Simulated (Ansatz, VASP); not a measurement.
**LaAs in VASP and in Ansatz**

```
CELL_PARAMETERS angstrom
0.03062 3.07781 3.07781
3.07781 0.03062 3.07781
3.07781 3.07781 0.03062
ATOMIC_POSITIONS crystal
La 0.00000 0.00000 0.00000
As 0.50000 0.50000 0.50000
```

Change from the starting cell: equal xy, yz and zx shear strains of +1 %, crystal datasets.

Alike in both runs: task electric field gradients; functional PBEsol; k mesh 12 × 12 × 12; occupations fermi-dirac, width 0.05 eV; no spin polarisation.

|  | VASP | Ansatz |
| --- | --- | --- |
| version | VASP 6.6.1 | Ansatz 0.2.0 |
| potentials or method | VASP PAW PBE potentials, release 64 (La, As), cutoff 520 eV | all-electron PAW with datasets made for the crystal, scalar-relativistic |

|  | VASP | Ansatz | Ansatz less VASP |
| --- | --- | --- | --- |
| pressure (GPa) | -0.5 | -0.5 | +0.01 |
| traceless stress, the component that is largest in VASP (GPa) | -0.30 | -0.29 | +0.001 |
| size of Vzz on the site where it differs most (V/Å²) | 2.3 | 2.4 | +0.07 |

VASP's potentials were made for PBE, not for PBEsol. Ansatz ran all-electron here, and VASP with PAW potentials.

Spin-orbit coupling is off throughout.
